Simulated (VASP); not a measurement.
# ZnAu (Pm-3m) in VASP: a series of runs

Aim: see how the results for ZnAu move with the level of theory and the settings. Levels: PBE, r2SCAN. Tasks: single point.

All numbers are computed with VASP 6.6.1; they aren't measurements. Logs are shortened: lines on timing, memory, paths and dates and some standing lists are left out, and cuts for length are marked.

## (1) The cell of the first run

The structure is cubic, space group Pm-3m (No. 221). Conventional cell: a = 3.076 Å, b = 3.076 Å, c = 3.076 Å, α = 90.00°, β = 90.00°, γ = 90.00°. Within 3.5 Å of Zn (site symmetry m-3m) lie 8 Au at 2.66 Å and 6 Zn at 3.08 Å. Within 3.5 Å of Au (site symmetry m-3m) lie 8 Zn at 2.66 Å and 6 Au at 3.08 Å.

## (2) Single point, PBE (strained)

INCAR reads:

```
PREC     = Accurate       # precision mode
ENCUT    = 520            # plane-wave cutoff, eV
EDIFF    = 1E-6           # SCF threshold, eV
ISMEAR   = 0              # smearing method
SIGMA    = 0.1            # smearing width, eV
LREAL    = F              # projectors in reciprocal space
LASPH    = T              # aspherical terms in the spheres
NELM     = 100            # most SCF steps
ALGO     = Fast           # electronic algorithm
ISIF     = 2              # what is computed and relaxed
LWAVE    = F              # write WAVECAR
LCHARG   = F              # write CHGCAR
GGA      = PE             # functional
NBANDS   = 18             # bands
```

KPOINTS reads:

```
regular mesh
0
Gamma
  14 14 14
```

POSCAR reads:

```
ZnAu
1.0
    3.0760666200      0.0000000000      0.0000000000
    0.0000000000      3.0760666200      0.0000000000
    0.0000000000      0.0000000000      3.0760666200
Zn Au
1 1
Direct
    0.5000000000      0.5000000000      0.5000000000
    0.0000000000      0.0000000000      0.0000000000
```

Potentials or basis: VASP PAW PBE potentials, release 64 (Zn, Au).

The run is started by

```
$ cat potpaw_PBE.64/Zn/POTCAR potpaw_PBE.64/Au/POTCAR > POTCAR
$ mpirun -np 1 vasp_std > vasp.out
```

OUTCAR:

```text
PREC = Accurate
   ENCUT = 520
   EDIFF = 1E-6
   ISMEAR = 0
   LREAL = F
   LASPH = T
   NELM = 100
   ISIF = 2
   GGA = PE

 ion  position               nearest neighbor table
   1  0.500  0.500  0.500-   2 2.66   2 2.66   2 2.66   2 2.66   2 2.66   2 2.66   2 2.66   2 2.66

   2  0.000  0.000  0.000-   1 2.66   1 2.66   1 2.66   1 2.66   1 2.66   1 2.66   1 2.66   1 2.66

  LATTYP: Found a simple cubic cell.
 ALAT       =     3.0760666200

  Lattice vectors:

 A1 = (   3.0760666200,   0.0000000000,   0.0000000000)
 A2 = (   0.0000000000,   3.0760666200,   0.0000000000)
 A3 = (   0.0000000000,   0.0000000000,   3.0760666200)

Analysis of symmetry for initial positions (statically):
=====================================================================
 Subroutine PRICEL returns:
 Original cell was already a primitive cell.

 Routine SETGRP: Setting up the symmetry group for a
 simple cubic supercell.

 Subroutine GETGRP returns: Found 48 space group operations
 (whereof 48 operations were pure point group operations)
 out of a pool of 48 trial point group operations.

The static configuration has the point symmetry O_h .

Analysis of symmetry for dynamics (positions and initial velocities):
=====================================================================
 Subroutine PRICEL returns:
 Original cell was already a primitive cell.

 Routine SETGRP: Setting up the symmetry group for a
 simple cubic supercell.

 Subroutine GETGRP returns: Found 48 space group operations
 (whereof 48 operations were pure point group operations)
 out of a pool of 48 trial point group operations.

The dynamic configuration has the point symmetry O_h .

 Subroutine INISYM returns: Found 48 space group operations
 (whereof 48 operations are pure point group operations),
 and found     1 'primitive' translations

----------------------------------------------------------------------------------------

                                     Primitive cell

  volume of cell :      29.1063

  direct lattice vectors                    reciprocal lattice vectors
     3.076066620  0.000000000  0.000000000     0.325090488  0.000000000  0.000000000
     0.000000000  3.076066620  0.000000000     0.000000000  0.325090488  0.000000000
     0.000000000  0.000000000  3.076066620     0.000000000  0.000000000  0.325090488

  length of vectors
     3.076066620  3.076066620  3.076066620     0.325090488  0.325090488  0.325090488

  position of ions in fractional coordinates (direct lattice)
     0.500000000  0.500000000  0.500000000
     0.000000000  0.000000000  0.000000000

  ion indices of the primitive-cell ions
   primitive index   ion index
                 1           1
                 2           2

----------------------------------------------------------------------------------------

 KPOINTS: regular mesh

Automatic generation of k-mesh.
 Grid dimensions read from file:
 generate k-points for:   14   14   14

 Generating k-lattice:

  Cartesian coordinates                     Fractional coordinates (reciprocal lattice)
     0.023220749  0.000000000  0.000000000     0.071428571  0.000000000  0.000000000
     0.000000000  0.023220749  0.000000000     0.000000000  0.071428571  0.000000000
     0.000000000  0.000000000  0.023220749     0.000000000  0.000000000  0.071428571

  Length of vectors
     0.023220749  0.023220749  0.023220749

  Shift w.r.t. Gamma in fractional coordinates (k-lattice)
     0.000000000  0.000000000  0.000000000

 Subroutine IBZKPT returns following result:
 ===========================================

 Found    120 irreducible k-points:

 Following reciprocal coordinates:
            Coordinates               Weight
  0.000000  0.000000  0.000000      1.000000
  0.071429  0.000000  0.000000      6.000000
  0.142857  0.000000  0.000000      6.000000
  0.214286  0.000000  0.000000      6.000000
  0.285714  0.000000  0.000000      6.000000
  0.357143  0.000000  0.000000      6.000000
[... 16 lines left out ...]
  0.285714  0.214286  0.000000     24.000000
  0.357143  0.214286  0.000000     24.000000
 [... further k-points ...]
   k-points           NKPTS =    120   k-points in BZ     NKDIM =    120   number of bands    NBANDS=     18
   number of dos      NEDOS =    301   number of ions     NIONS =      2
   total plane-waves  NPLWV =  13824
   dimension x,y,z NGX =    24 NGY =   24 NGZ =   24
   dimension x,y,z NGXF=    48 NGYF=   48 NGZF=   48
   ions per type =               1   1
   NGX,Y,Z   is equivalent  to a cutoff of  12.97, 12.97, 12.97 a.u.
   NGXF,Y,Z  is equivalent  to a cutoff of  25.94, 25.94, 25.94 a.u.
 SYSTEM =  unknown system
   PREC   = accura    normal or accurate (medium, high low for compatibility)
   ISTART =      0    job   : 0-new  1-cont  2-samecut
   ICHARG =      2    charge: 1-file 2-atom 10-const
   ISPIN  =      1    spin polarized calculation?
   LNONCOLLINEAR =      F non collinear calculations
   LSORBIT =      F    spin-orbit coupling
   LASPH  =      T    aspherical Exc in radial PAW
   ENCUT  =  520.0 eV  38.22 Ry    6.18 a.u.   5.72  5.72  5.72*2*pi/ulx,y,z
   NELM   =    100;   NELMIN=  2; NELMDL= -5     # of ELM steps
   EDIFF  = 0.1E-05   stopping-criterion for ELM
   LREAL  =      F    real-space projection
[... 7 lines left out ...]
   TEBEG  =    0.0;   TEEND  =   0.0 temperature during run
   PSTRESS=    0.0 pullay stress
   NELECT =      23.0000    total number of electrons
   NUPDOWN=      -1.0000    fix difference up-down
   EMIN   =  10.00;   EMAX   =-10.00  energy-range for DOS
   EFERMI =   0.00;   METHOD = LEGACY
   ISMEAR =     0;   SIGMA  =   0.10  broadening in eV -4-tet -1-fermi 0-gaus
   EFERMI_NEDOS =   21; number of points for ismear=-14 and -15
   IALGO  =     68    algorithm
   IMIX   =      4    mixing-type and parameters
     AMIX     =   0.40;   BMIX     =  1.00
     AMIX_MAG =   1.60;   BMIX_MAG =  1.00
  volume/ion in A,a.u.               =      14.55        98.21
  Fermi-wavevector in a.u.,A,eV,Ry     =   1.513521  2.860139 31.167478  2.290745
  Thomas-Fermi vector in A             =   2.623301
   LORBIT       =      0    0 simple, 1 ext, 2 COOP (PROOUT), +10 PAW based schemes
   GGA     = PE    functional components
   LHFCALC =     F    Hartree Fock is set to
   AEXX    =    0.0000 exact exchange contribution
   IVDW    =     0    specifies the selected vdW correction
   LEPSILON=     F    determine dielectric tensor
   LRPA    =     F    only Hartree local field effects (RPA)
 non-spin polarized calculation
 RMM-DIIS sequential band-by-band and
 Gauss-broadening in eV      SIGMA  =   0.10
  energy-cutoff  :      520.00
  volume of cell :       29.11
 maximum number of plane-waves:       804
 NGX is ok and might be reduce to    24
   NGX = 11   NGY = 11   NGZ = 11

 number of electron      22.9999976 magnetization

 Free energy of the ion-electron system (eV)
  ---------------------------------------------------
  ext. energy  EPLUGINS =         0.00000000
  ---------------------------------------------------
  free energy    TOTEN  =        -4.59358549 eV

  energy without entropy =       -4.59000572  energy(sigma->0) =       -4.59179561

 E-fermi :   8.0053     XC(G=0): -12.7740

 val. band max:        7.9678084151   @ k =   0.3571   0.2857   0.0714
 cond. band min:       8.0176289748   @ k =   0.4286   0.4286   0.3571
 fundamental gap:      0.0498205598
 Fermi energy:         8.0052614405

 k-point     1 :       0.0000    0.0000    0.0000
  band No.  band energies     occupation
      1      -3.3058      2.00000
      2      -0.5287      2.00000
      3      -0.5287      2.00000
      4       0.3426      2.00000
      5       0.3426      2.00000
      6       0.3426      2.00000
[... 10 lines left out ...]
     17      20.6093      0.00000
     18      26.5337      0.00000

 k-point     2 :       0.0714    0.0000    0.0000
  band No.  band energies     occupation
      1      -3.2097      2.00000
      2      -0.5038      2.00000
      3      -0.4957      2.00000
      4       0.3418      2.00000
      5       0.3418      2.00000
      6       0.3520      2.00000
[... 10 lines left out ...]
     17      21.0353      0.00000
     18      26.5143      0.00000

 k-point     3 :       0.1429    0.0000    0.0000
  band No.  band energies     occupation
      1      -2.9259      2.00000
      2      -0.4316      2.00000
      3      -0.4039      2.00000
      4       0.3401      2.00000
      5       0.3401      2.00000
      6       0.3788      2.00000
[... 10 lines left out ...]
     17      22.4244      0.00000
     18      26.4440      0.00000

 k-point     4 :       0.2143    0.0000    0.0000
  band No.  band energies     occupation
      1      -2.4689      2.00000
      2      -0.3202      2.00000
      3      -0.2734      2.00000
      4       0.3394      2.00000
      5       0.3394      2.00000
      6       0.4182      2.00000
[... 10 lines left out ...]
     17      24.4212      0.00000
     18      25.7147      0.00000

 k-point     5 :       0.2857    0.0000    0.0000
  band No.  band energies     occupation
      1      -1.8673      2.00000
      2      -0.1842      2.00000
      3      -0.1336      2.00000
      4       0.3414      2.00000
      5       0.3414      2.00000
      6       0.4631      2.00000
[... 10 lines left out ...]
     17      24.3111      0.00000
     18      24.3504      0.00000

 k-point     6 :       0.3571    0.0000    0.0000
  band No.  band energies     occupation
      1      -1.1756      2.00000
      2      -0.0463      2.00000
      3      -0.0176      2.00000
      4       0.3462      2.00000
      5       0.3462      2.00000
      6       0.5046      2.00000
[... 10 lines left out ...]
     17      22.7709      0.00000
     18      22.7928      0.00000

 k-point     7 :       0.4286    0.0000    0.0000
  band No.  band energies     occupation
      1      -0.5082      2.00000
      2       0.0338      2.00000
      3       0.0610      2.00000
      4       0.3515      2.00000
      5       0.3515      2.00000
      6       0.5340      2.00000
[... 10 lines left out ...]
     17      21.2194      0.00000
     18      21.2277      0.00000

 k-point     8 :       0.5000    0.0000    0.0000
  band No.  band energies     occupation
      1      -0.0881      2.00000
      2      -0.0631      2.00000
      3       0.1024      2.00000
      4       0.3538      2.00000
      5       0.3538      2.00000
      6       0.5446      2.00000
[... 10 lines left out ...]
     17      19.8145      0.00000
     18      19.9125      0.00000
[... 229 lines left out ...]
     17      22.3886      0.00000
     18      22.8735      0.00000

 k-point    20 :       0.4286    0.1429    0.0000
  band No.  band energies     occupation
      1      -0.4963      2.00000
      2      -0.0830      2.00000
      3       0.1614      2.00000
      4       0.2583      2.00000
      5       0.4151      2.00000
      6       0.6704      2.00000
[... 10 lines left out ...]
     17      21.3747      0.00000
     18      22.7022      0.00000

 k-point    21 :       0.5000    0.1429    0.0000
  band No.  band energies     occupation
      1      -0.2640      2.00000
      2      -0.1341      2.00000
      3       0.1808      2.00000
      4       0.2723      2.00000
      5       0.3955      2.00000
      6       0.8418      2.00000
[... 10 lines left out ...]
     17      20.1798      0.00000
     18      23.1056      0.00000

 k-point    22 :       0.2143    0.2143    0.0000
  band No.  band energies     occupation
      1      -1.7453      2.00000
      2      -0.2183      2.00000
      3      -0.0267      2.00000
      4       0.1913      2.00000
      5       0.3732      2.00000
      6       0.4646      2.00000
[... 10 lines left out ...]
     17      24.0167      0.00000
     18      24.6700      0.00000

 k-point    23 :       0.2857    0.2143    0.0000
  band No.  band energies     occupation
      1      -1.2861      2.00000
      2      -0.1837      2.00000
      3       0.1170      2.00000
      4       0.1573      2.00000
      5       0.4292      2.00000
      6       0.4632      2.00000
[... 10 lines left out ...]
     17      23.6700      0.00000
     18      24.3101      0.00000

 k-point    24 :       0.3571    0.2143    0.0000
  band No.  band energies     occupation
      1      -0.8538      2.00000
      2      -0.1785      2.00000
      3       0.1479      2.00000
      4       0.2324      2.00000
      5       0.3689      2.00000
      6       0.6780      2.00000
[... 10 lines left out ...]
     17      22.9465      0.00000
     18      23.2206      0.00000

 [... further k-points ...]
[... 5 lines left out ...]
  --------------------------------------------------------------------------------------
  -------------------------------------------------------------------------------------
  Total        3.0116787      3.0116787      3.0116787      0.0000000     -0.0000000      0.0000000
  in kB      165.7799521    165.7799521    165.7799521      0.0000000     -0.0000000      0.0000000
  external PRESSURE =     165.7799521 kB  Pullay stress =       0.0000000 kB

 VOLUME and BASIS-vectors are now :
 -----------------------------------------------------------------------------
  energy-cutoff  :      520.00
  volume of cell :       29.11
      direct lattice vectors                 reciprocal lattice vectors
     3.076066620  0.000000000  0.000000000     0.325090488  0.000000000  0.000000000
     0.000000000  3.076066620  0.000000000     0.000000000  0.325090488  0.000000000
     0.000000000  0.000000000  3.076066620     0.000000000  0.000000000  0.325090488

 POSITION                                       TOTAL-FORCE (eV/Angst)
 -----------------------------------------------------------------------------------
      1.53803      1.53803      1.53803         0.000000      0.000000      0.000000
      0.00000      0.00000      0.00000         0.000000      0.000000      0.000000
 -----------------------------------------------------------------------------------
    total drift:                                0.000000      0.000000     -0.000000

  FREE ENERGIE OF THE ION-ELECTRON SYSTEM (eV)
  ---------------------------------------------------
  free  energy   TOTEN  =        -4.5935854887 eV

  energy  without entropy=       -4.5900057231  energy(sigma->0) =       -4.59179561
```

It took 80 s on 1 thread of Intel Xeon 8259CL, shared host; peak memory 0.19 GiB.

What came out:

| Item | Value |
| --- | --- |
| Free energy | -4.5936 eV |
| Pressure | 16.6 GPa |
| Band gap on the k mesh | zero (an odd number of electrons rules out a gap without spin polarisation) |

Caveat: the cell differs from its parent crystal (strained); the cell stands under pressure; spin-orbit coupling is left out, which moves the levels of the heavy elements.

(Part 1 of 2 ends here.)

The gap in the log of VASP goes by the Fermi energy; the results here count the filled bands.